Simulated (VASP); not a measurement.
Wanted: the native input for a VASP 6.6.1 run.

- Task: single point
- Functional: PBEsol
- Potentials or basis: VASP PAW PBE potentials, release 64 (Ba_sv)
- Cutoff: 520 eV
- k mesh: 14 × 14 × 14
- Occupations: gaussian, width 0.15 eV
- Spin: no spin polarisation
- Dipole correction: no
- Further INCAR settings: ALGO = Fast; EDIFF = 1e-06; NBANDS = 11

The structure of Ba lies in POSCAR:

```
Ba
1.0
   -2.5937500000      2.4062500000      2.5000000000
    2.5937500000     -2.4062500000      2.5000000000
    2.5937500000      2.4062500000     -2.5000000000
Ba
1
Direct
    0.0000000000      0.0000000000      0.0000000000
```

This cell differs from its parent crystal: strain +0.0375 x Voigt [1, -1, 0, 0, 0, 0].

One way to write it, as run:

INCAR

```
ALGO = Fast
EDIFF = 1E-6
ENCUT = 520
GGA = PS
ISIF = 2
ISMEAR = 0
LASPH = True
LCHARG = True
LELF = True
LREAL = False
LVHAR = True
LWAVE = False
NBANDS = 11
NELM = 60
PREC = Accurate
SIGMA = 0.15
```

KPOINTS

```
k-points
0
Gamma
  14 14 14
```

Potentials or basis: VASP PAW PBE potentials, release 64 (Ba_sv).

Command:

```console
$ cat potpaw_PBE.64/Ba_sv/POTCAR > POTCAR
$ mpirun -np 1 vasp_std > vasp.out
```

It gave:

```yaml
Pressure: -0.5 GPa
Band_gap_on_the_k_mesh: zero (band 5 reaches 2.00 eV, above the bottom of band 6 at 1.07 eV)
```

Caveat: the cell differs from its parent crystal (strain +0.0375 x Voigt [1, -1, 0, 0, 0, 0]); the PAW data sets were made with another functional, which shifts forces and pressure a little; spin-orbit coupling is left out, which moves the levels of the heavy elements.

Wall time 97 s on 1 thread of Intel(R) Xeon(R) Platinum 8488C (Sapphire Rapids), on a shared host, peak memory 0.4 GiB.
